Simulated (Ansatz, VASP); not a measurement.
**One calculation of Cu, two programs**

The input INCAR:

```
PREC = Accurate
ENCUT = 520
EDIFF = 1E-6
ISMEAR = 1
SIGMA = 0.1
LREAL = Auto
LASPH = T
NELM = 100
ALGO = Normal
ISIF = 2
LWAVE = F
LCHARG = F
LDIPOL = T
IDIPOL = 3
DIPOL = 0.5 0.5 0.412
GGA = PE
IVDW = 12
NBANDS = 132
```

KPOINTS

```
Automatic mesh
0
Gamma
  6 6 1
```

File POSCAR:

```
Cu
1.0
    0.0000000287      6.3192971877      0.0000000000
   -5.4726719130     -3.1596485690      0.0000000000
    0.0000000000      0.0000000000     31.9135491915
Cu
21
Direct
    0.1428571667      0.7142858000      0.3446811865
    0.0000001667      0.0000001333      0.3446811865
    0.2857141667      0.4285711333      0.3446811865
    0.5714285000      0.8571428000      0.3446811865
    0.4285711667      0.1428571333      0.3446811865
    0.7142855000      0.5714284667      0.3446811865
    0.8571428333      0.2857141333      0.3446811865
    0.3334569524      0.6669878844      0.4126009643
    0.1918470467      0.9524781161      0.4123982522
    0.4760931839      0.3822260306      0.4123982522
    0.7615834156      0.8093261679      0.4126009643
    0.6192451321      0.0951143476      0.4126009643
    0.9047618333      0.5238094667      0.4103831766
    0.0463452694      0.2367242533      0.4123982522
    0.5234125599      0.6195959357      0.4801045281
    0.3818975758      0.9051587401      0.4801045281
    0.6680711717      0.3355816549      0.4775000125
    0.9532246832      0.7605001283      0.4775000125
    0.8089753643      0.0466737242      0.4801045281
    0.0929896451      0.4753466168      0.4775000125
    0.2380951667      0.1904761333      0.4784035400
```

Input for Ansatz:

```yaml
crystal:
  lattice:
    - [2.87e-08, 6.3192971877, 0.0]
    - [-5.472671913, -3.159648569, 0.0]
    - [0.0, 0.0, 31.9135491915]
  atoms:
    - { symbol: Cu, position: [0.1428571667, 0.7142858, 0.3446811865] }
    - { symbol: Cu, position: [1.667e-07, 1.333e-07, 0.3446811865] }
    - { symbol: Cu, position: [0.2857141667, 0.4285711333, 0.3446811865] }
    - { symbol: Cu, position: [0.5714285, 0.8571428, 0.3446811865] }
    - { symbol: Cu, position: [0.4285711667, 0.1428571333, 0.3446811865] }
    - { symbol: Cu, position: [0.7142855, 0.5714284667, 0.3446811865] }
    - { symbol: Cu, position: [0.8571428333, 0.2857141333, 0.3446811865] }
    - { symbol: Cu, position: [0.3334569524, 0.6669878844, 0.4126009643] }
    - { symbol: Cu, position: [0.1918470467, 0.9524781161, 0.4123982522] }
    - { symbol: Cu, position: [0.4760931839, 0.3822260306, 0.4123982522] }
    - { symbol: Cu, position: [0.7615834156, 0.8093261679, 0.4126009643] }
    - { symbol: Cu, position: [0.6192451321, 0.0951143476, 0.4126009643] }
    - { symbol: Cu, position: [0.9047618333, 0.5238094667, 0.4103831766] }
    - { symbol: Cu, position: [0.0463452694, 0.2367242533, 0.4123982522] }
    - { symbol: Cu, position: [0.5234125599, 0.6195959357, 0.4801045281] }
    - { symbol: Cu, position: [0.3818975758, 0.9051587401, 0.4801045281] }
    - { symbol: Cu, position: [0.6680711717, 0.3355816549, 0.4775000125] }
    - { symbol: Cu, position: [0.9532246832, 0.7605001283, 0.4775000125] }
    - { symbol: Cu, position: [0.8089753643, 0.0466737242, 0.4801045281] }
    - { symbol: Cu, position: [0.0929896451, 0.4753466168, 0.4775000125] }
    - { symbol: Cu, position: [0.2380951667, 0.1904761333, 0.47840354] }
basis:
  ecutwfc: 420
kpoints:
  mp_grid: { grid: [6, 6, 1] }
hamiltonian:
  xc: pbe
  dispersion: d3bj
  pseudopotentials: { kind: paw, azcp: { folder: soft_1 } }
scf:
  occupations: { method: methfessel_paxton, width: 0.1 }
  n_extra_bands: 20
  max_iter: 160
output:
  forces: true
  eigenvalues: true
efield:
  axis: 3
  dipole_correction: true
```

Alike in both runs: task single point; functional PBE; dispersion D3(BJ); k mesh 6 × 6 × 1; occupations methfessel-paxton of order 1, width 0.1 eV; no spin polarisation.

|  | VASP | Ansatz |
| --- | --- | --- |
| version | VASP 6.6.1 | Ansatz 0.2.0 |
| potentials or method | VASP PAW PBE potentials, release 64 (Cu), cutoff 520 eV | scalar-relativistic, plane waves, PAW |
| valence electrons in the cell | 231 | 399 |

```tsv
	VASP	Ansatz	Ansatz less VASP
gap on the k mesh at the Fermi level (eV)	none	none	-
rms of the force components (eV/Å)	0.090	0.086	-0.0041
```

Atom by atom the forces differ by 0.009 eV/Å (rms over components). A gap of «none» marks a metal or a gap that the smearing closes. VASP's potentials hold 231 valence electrons a cell and Ansatz's 399, so a difference there can come from the potentials and not from the codes.
